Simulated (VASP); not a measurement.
# InH (P6_3/mmc) in VASP: further runs

InH is run at these levels: PBE; tasks: relaxation of cell and atoms.

Program: VASP 6.6.1. These are calculated values, not measurements. Logs are shortened: lines on timing, memory, paths and dates and some standing lists are left out, and cuts for length are marked.

## (1) The cell of the first run

It takes space group P6_3/mmc (No. 194, hexagonal). The conventional cell has a = 3.316 Å, b = 3.316 Å, c = 13.748 Å, α = 90.00°, β = 90.00°, γ = 120.00°. In (site symmetry -3m) has 2 H at 1.97 Å within 2.6 Å. In (site symmetry -6m2) has 6 H at 2.41 Å and 6 In at 3.32 Å within 3.4 Å. H (site symmetry 3m) has 4 In at 1.97 to 2.41 Å within 2.6 Å.

## (2) Relaxation of cell and atoms, PBE

File INCAR:

```
SYSTEM = InH
PREC     = Accurate       ! precision mode
ENCUT    = 500            ! plane-wave cutoff, eV
EDIFF    = 1E-7           ! SCF threshold, eV
ISMEAR   = 0              ! smearing method
SIGMA    = 0.1            ! smearing width, eV
LREAL    = .False.        ! projectors in reciprocal space
LASPH    = .True.         ! aspherical terms in the spheres
NELM     = 120            ! most SCF steps
ALGO     = Normal         ! electronic algorithm
ISIF     = 3              ! what is computed and relaxed
LWAVE    = .False.        ! write WAVECAR
LCHARG   = .False.        ! write CHGCAR
GGA      = PE             ! functional
IBRION   = 2              ! ionic algorithm
NSW      = 90             ! ionic steps
EDIFFG   = -0.025         ! ionic threshold
GGA_COMPAT= .False.      
NELMIN   = 4
```

File KPOINTS:

```
regular mesh
0
Gamma
  12 12 4
  0 0 0
```

File POSCAR:

```
InH
1.0
    3.3155799569      0.0000000000      0.0000000000
   -1.6577899784      2.8713764709      0.0000000000
    0.0000000000      0.0000000000     13.7481948907
In H
4 4
Direct
    0.0000000000      1.0000000000      0.0000000000
    0.3333333333      0.6666666667      0.2500000000
    0.0000000000      1.0000000000      0.5000000000
    0.6666666667      0.3333333333      0.7500000000
    0.0000000000      0.0000000000      0.8566999957
    0.0000000000      0.0000000000      0.1433000043
    0.0000000000      0.0000000000      0.3566999957
    0.0000000000      0.0000000000      0.6433000043
```

Potentials or basis: VASP PAW PBE potentials, release 64 (In_d, H).

Run with:

```console
$ cat potpaw_PBE.64/In_d/POTCAR potpaw_PBE.64/H/POTCAR > POTCAR
$ mpirun -np 1 vasp_std > vasp.out
```

OUTCAR:

```text
SYSTEM = InH
   PREC = Accurate
   ENCUT = 500
   EDIFF = 1E-7
   ISMEAR = 0
   LREAL = .False.
   LASPH = .True.
   NELM = 120
   ISIF = 3
   GGA = PE
   IBRION = 2
   NSW = 90
   EDIFFG = -0.025
   NELMIN = 4

 ion  position               nearest neighbor table
   1  0.000  0.000  0.000-   5 1.97   6 1.97   2 3.93   4 3.93   2 3.93   4 3.93   4 3.93   2 3.93

   2  0.333  0.667  0.250-   6 2.41   7 2.41   6 2.41   7 2.41   6 2.41   7 2.41   1 3.93   3 3.93
                             1 3.93   3 3.93   1 3.93   3 3.93
   3  0.000  0.000  0.500-   7 1.97   8 1.97   2 3.93   4 3.93   2 3.93   4 3.93   4 3.93   2 3.93

   4  0.667  0.333  0.750-   5 2.41   8 2.41   5 2.41   8 2.41   5 2.41   8 2.41   1 3.93   3 3.93
                             1 3.93   3 3.93   1 3.93   3 3.93
   5  0.000  0.000  0.857-   1 1.97   4 2.41   4 2.41   4 2.41
   6  0.000  0.000  0.143-   1 1.97   2 2.41   2 2.41   2 2.41
   7  0.000  0.000  0.357-   3 1.97   2 2.41   2 2.41   2 2.41
   8  0.000  0.000  0.643-   3 1.97   4 2.41   4 2.41   4 2.41

  LATTYP: Found a hexagonal cell.
 ALAT       =     3.3155799569
 C/A-ratio  =     4.1465430089

  Lattice vectors:

 A1 = (   3.3155799569,   0.0000000000,   0.0000000000)
 A2 = (  -1.6577899784,   2.8713764709,   0.0000000000)
 A3 = (   0.0000000000,   0.0000000000,  13.7481948907)

Analysis of symmetry for initial positions (statically):
=====================================================================
 Subroutine PRICEL returns:
 Original cell was already a primitive cell.

 Routine SETGRP: Setting up the symmetry group for a
 hexagonal supercell.

 Subroutine GETGRP returns: Found 24 space group operations
 (whereof 12 operations were pure point group operations)
 out of a pool of 24 trial point group operations.

The static configuration has the point symmetry D_3d.
 The point group associated with its full space group is D_6h.

Analysis of symmetry for dynamics (positions and initial velocities):
=====================================================================
 Subroutine PRICEL returns:
 Original cell was already a primitive cell.

 Routine SETGRP: Setting up the symmetry group for a
 hexagonal supercell.

 Subroutine GETGRP returns: Found 24 space group operations
 (whereof 12 operations were pure point group operations)
 out of a pool of 24 trial point group operations.

The dynamic configuration has the point symmetry D_3d.
 The point group associated with its full space group is D_6h.

 Subroutine INISYM returns: Found 24 space group operations
 (whereof 12 operations are pure point group operations),
 and found     1 'primitive' translations

----------------------------------------------------------------------------------------

                                     Primitive cell

  volume of cell :     130.8866

  direct lattice vectors                    reciprocal lattice vectors
     3.315579957  0.000000000  0.000000000     0.301606359  0.174132513  0.000000000
    -1.657789978  2.871376471  0.000000000     0.000000000  0.348265026  0.000000000
     0.000000000  0.000000000 13.748194891     0.000000000  0.000000000  0.072736822

  length of vectors
     3.315579957  3.315579957 13.748194891     0.348265026  0.348265026  0.072736822

  position of ions in fractional coordinates (direct lattice)
     0.000000000  0.000000000  0.000000000
     0.333333333  0.666666667  0.250000000
     0.000000000  0.000000000  0.500000000
     0.666666667  0.333333333  0.750000000
     0.000000000  0.000000000  0.856699996
     0.000000000  0.000000000  0.143300004
     0.000000000  0.000000000  0.356699996
     0.000000000  0.000000000  0.643300004

  ion indices of the primitive-cell ions
   primitive index   ion index
                 1           1
                 2           2
                 3           3
                 4           4
                 5           5
                 6           6
                 7           7
                 8           8

----------------------------------------------------------------------------------------

 KPOINTS: regular mesh

Automatic generation of k-mesh.
 Grid dimensions read from file:
 generate k-points for:   12   12    4

 Generating k-lattice:

  Cartesian coordinates                     Fractional coordinates (reciprocal lattice)
     0.025133863  0.014511043  0.000000000     0.083333333  0.000000000  0.000000000
     0.000000000  0.029022085  0.000000000     0.000000000  0.083333333  0.000000000
     0.000000000  0.000000000  0.018184205     0.000000000  0.000000000  0.250000000

  Length of vectors
     0.029022085  0.029022085  0.018184205

  Shift w.r.t. Gamma in fractional coordinates (k-lattice)
     0.000000000  0.000000000  0.000000000

 Subroutine IBZKPT returns following result:
 ===========================================

 Found     57 irreducible k-points:

 Following reciprocal coordinates:
            Coordinates               Weight
  0.000000  0.000000  0.000000      1.000000
  0.083333  0.000000  0.000000      6.000000
  0.166667  0.000000  0.000000      6.000000
  0.250000  0.000000  0.000000      6.000000
  0.333333  0.000000  0.000000      6.000000
  0.416667  0.000000  0.000000      6.000000
[... 16 lines left out ...]
  0.250000  0.000000  0.250000     12.000000
  0.333333  0.000000  0.250000     12.000000
 [... further k-points ...]
   k-points           NKPTS =     57   k-points in BZ     NKDIM =     57   number of bands    NBANDS=     33
   number of dos      NEDOS =    301   number of ions     NIONS =      8
   total plane-waves  NPLWV =  57600
   dimension x,y,z NGX =    24 NGY =   24 NGZ =  100
   dimension x,y,z NGXF=    48 NGYF=   48 NGZF=  200
   ions per type =               4   4
   NGX,Y,Z   is equivalent  to a cutoff of  12.03, 12.03, 12.09 a.u.
   NGXF,Y,Z  is equivalent  to a cutoff of  24.07, 24.07, 24.18 a.u.
 SYSTEM =  InH
   PREC   = accura    normal or accurate (medium, high low for compatibility)
   ISTART =      0    job   : 0-new  1-cont  2-samecut
   ICHARG =      2    charge: 1-file 2-atom 10-const
   ISPIN  =      1    spin polarized calculation?
   LNONCOLLINEAR =      F non collinear calculations
   LSORBIT =      F    spin-orbit coupling
   LASPH  =      T    aspherical Exc in radial PAW
   ENCUT  =  500.0 eV  36.75 Ry    6.06 a.u.   6.05  6.05 25.07*2*pi/ulx,y,z
   NELM   =    120;   NELMIN=  4; NELMDL= -5     # of ELM steps
   EDIFF  = 0.1E-06   stopping-criterion for ELM
   LREAL  =      F    real-space projection
   EDIFFG = -.3E-01   stopping-criterion for IOM
   NSW    =     90    number of steps for IOM
   IBRION =      2    ionic relax: 0-MD 1-quasi-New 2-CG
   NFREE  =      1    steps in history (QN), initial steepest desc. (CG)
   ISIF   =      3    stress and relaxation
   ISYM   =      2    0-nonsym 1-usesym 2-fastsym
   POTIM  = 0.5000    time-step for ionic-motion
   TEBEG  =    0.0;   TEEND  =   0.0 temperature during run
   PSTRESS=    0.0 pullay stress
   NELECT =      56.0000    total number of electrons
   NUPDOWN=      -1.0000    fix difference up-down
   EMIN   =  10.00;   EMAX   =-10.00  energy-range for DOS
   EFERMI =   0.00;   METHOD = LEGACY
   ISMEAR =     0;   SIGMA  =   0.10  broadening in eV -4-tet -1-fermi 0-gaus
   EFERMI_NEDOS =   21; number of points for ismear=-14 and -15
   IALGO  =     38    algorithm
   IMIX   =      4    mixing-type and parameters
     AMIX     =   0.40;   BMIX     =  1.00
     AMIX_MAG =   1.60;   BMIX_MAG =  1.00
  volume/ion in A,a.u.               =      16.36       110.41
  Fermi-wavevector in a.u.,A,eV,Ry     =   1.233594  2.331155 20.704737  1.521755
  Thomas-Fermi vector in A             =   2.368318
   LORBIT       =      0    0 simple, 1 ext, 2 COOP (PROOUT), +10 PAW based schemes
   GGA     = PE    functional components
   LHFCALC =     F    Hartree Fock is set to
   AEXX    =    0.0000 exact exchange contribution
   IVDW    =     0    specifies the selected vdW correction
   LEPSILON=     F    determine dielectric tensor
   LRPA    =     F    only Hartree local field effects (RPA)
 conjugate gradient relaxation of ions
 non-spin polarized calculation
 Gauss-broadening in eV      SIGMA  =   0.10
  energy-cutoff  :      500.00
  volume of cell :      130.89
 maximum number of plane-waves:      3372
   NGX = 13   NGY = 13   NGZ = 51

--------------------------------------- Ionic step        1  -------------------------------------------

 number of electron      55.9999975 magnetization

 Free energy of the ion-electron system (eV)
  ---------------------------------------------------
  ext. energy  EPLUGINS =         0.00000000
  ---------------------------------------------------
  free energy    TOTEN  =       -20.82915217 eV

  energy without entropy =      -20.82360528  energy(sigma->0) =      -20.82637872

------------------------ aborting loop because EDIFF is reached ----------------------------------------

  FORCE on cell =-STRESS in cart. coord.  units (eV):
  Direction    XX          YY          ZZ          XY          YZ          ZX
  --------------------------------------------------------------------------------------
  -------------------------------------------------------------------------------------
  Total       -0.2596073     -0.2596073      0.6932822     -0.0000000      0.0000000     -0.0000000
  in kB       -3.1778414     -3.1778414      8.4864355     -0.0000000      0.0000000     -0.0000000
  external PRESSURE =       0.7102509 kB  Pullay stress =       0.0000000 kB
[... 321 lines left out ...]
  energy  without entropy=      -20.8279388037  energy(sigma->0) =      -20.83179104

--------------------------------------- Ionic step        9  -------------------------------------------

 number of electron      56.0000015 magnetization

 Free energy of the ion-electron system (eV)
  ---------------------------------------------------
  ext. energy  EPLUGINS =         0.00000000
  ---------------------------------------------------
  free energy    TOTEN  =       -20.83650253 eV

  energy without entropy =      -20.82870515  energy(sigma->0) =      -20.83260384

 E-fermi :   5.7525     XC(G=0):  -9.7013

 val. band max:        5.7338731486   @ k =   0.4167   0.0000   0.5000
 cond. band min:       5.8280318246   @ k =   0.5000   0.0000   0.2500
 fundamental gap:      0.0941586760
 Fermi energy:         5.7525399803

 k-point     1 :       0.0000    0.0000    0.0000
  band No.  band energies     occupation
      1      -8.9874      2.00000
      2      -8.9770      2.00000
      3      -8.9280      2.00000
      4      -8.9239      2.00000
      5      -8.8502      2.00000
      6      -8.8502      2.00000
[... 853 lines left out ...]
     32       9.1703      0.00000
     33       9.7625      0.00000

 [... further k-points ...]

------------------------ aborting loop because EDIFF is reached ----------------------------------------

  FORCE on cell =-STRESS in cart. coord.  units (eV):
  Direction    XX          YY          ZZ          XY          YZ          ZX
  --------------------------------------------------------------------------------------
  -------------------------------------------------------------------------------------
  Total        0.1528780      0.1528780      0.0808560      0.0000000      0.0000000      0.0000000
  in kB        1.8791094      1.8791094      0.9938469      0.0000000      0.0000000      0.0000000
  external PRESSURE =       1.5840219 kB  Pullay stress =       0.0000000 kB
[... 23 lines left out ...]
  FREE ENERGIE OF THE ION-ELECTRON SYSTEM (eV)
  ---------------------------------------------------
  free  energy   TOTEN  =       -20.8365025285 eV

  energy  without entropy=      -20.8287051526  energy(sigma->0) =      -20.83260384

 reached required accuracy - stopping structural energy minimisation
```

Wall time 20 min (1 thread of Intel Xeon Platinum 8375C at 2.90GHz (Ice Lake), shared host); peak memory 0.35 GiB.

What came out:

```
Free energy                           : -20.8365 eV
Relaxed volume                        : 16.29 Å³/atom
Relaxed cell                          : a = 3.290 Å, b = 3.290 Å, c = 13.902 Å, α = 90.00°, β = 90.00°, γ = 120.00°
Space group after relaxing (to 0.1 Å) : P6_3/mmc (No. 194)
Energy gained by relaxing             : 0.9 meV/atom
Ionic steps                           : 9
Pressure after relaxing               : 0.2 GPa
Largest force after relaxing          : 0.023 eV/Å
Band gap on the k mesh                : zero (bands 28 and 29 overlap by 3.74 eV)
```

Forces in eV/Å, atoms in the order of the input:
```
In   0.000  0.000  0.000
In   0.000  0.000  0.000
In   0.000  0.000  0.000
In   0.000  0.000  0.000
H    0.000  0.000  0.023
H    0.000  0.000 -0.023
H    0.000  0.000  0.023
H    0.000  0.000 -0.023
```

Stress tensor (GPa, compression positive):
```
0.19 0.00 0.00
0.00 0.19 0.00
0.00 0.00 0.10
```

The path:
| step | energy change (eV) | largest force (eV/Å) | pressure (GPa) | volume (Å³) |
| --- | --- | --- | --- | --- |
| 1 | 0.0000 | 0.0280 | 0.07 | 130.89 |
| 2 | -0.0030 | 0.0403 | -0.01 | 131.02 |
| 3 | -0.0040 | 0.0630 | -0.16 | 131.29 |
| 4 | -0.0044 | 0.0562 | -0.13 | 131.21 |
| 5 | -0.0053 | 0.0502 | -0.05 | 130.92 |
| 6 | -0.0063 | 0.0392 | 0.11 | 130.42 |
| 7 | -0.0057 | 0.0160 | 0.46 | 129.41 |
| 8 | -0.0065 | 0.0320 | 0.22 | 130.10 |
| 9 | -0.0074 | 0.0229 | 0.16 | 130.35 |

Final structure:
```yaml
crystal:
  lattice:
    - [3.29041, 0.00000, 0.00000]
    - [-1.64521, 2.84958, 0.00000]
    - [0.00000, 0.00000, 13.90182]
  atoms:
    - { symbol: In, position: [0.00000, 0.00000, 0.00000] }
    - { symbol: In, position: [0.33333, 0.66667, 0.25000] }
    - { symbol: In, position: [0.00000, 0.00000, 0.50000] }
    - { symbol: In, position: [0.66667, 0.33333, 0.75000] }
    - { symbol: H, position: [0.00000, 0.00000, 0.85840] }
    - { symbol: H, position: [0.00000, 0.00000, 0.14160] }
    - { symbol: H, position: [0.00000, 0.00000, 0.35840] }
    - { symbol: H, position: [0.00000, 0.00000, 0.64160] }
```

Caveat: spin-orbit coupling is left out, which moves the levels of the heavy elements.

[end of part 1 of 2]

The gap in the log of VASP goes by the Fermi energy; the results here count the filled bands.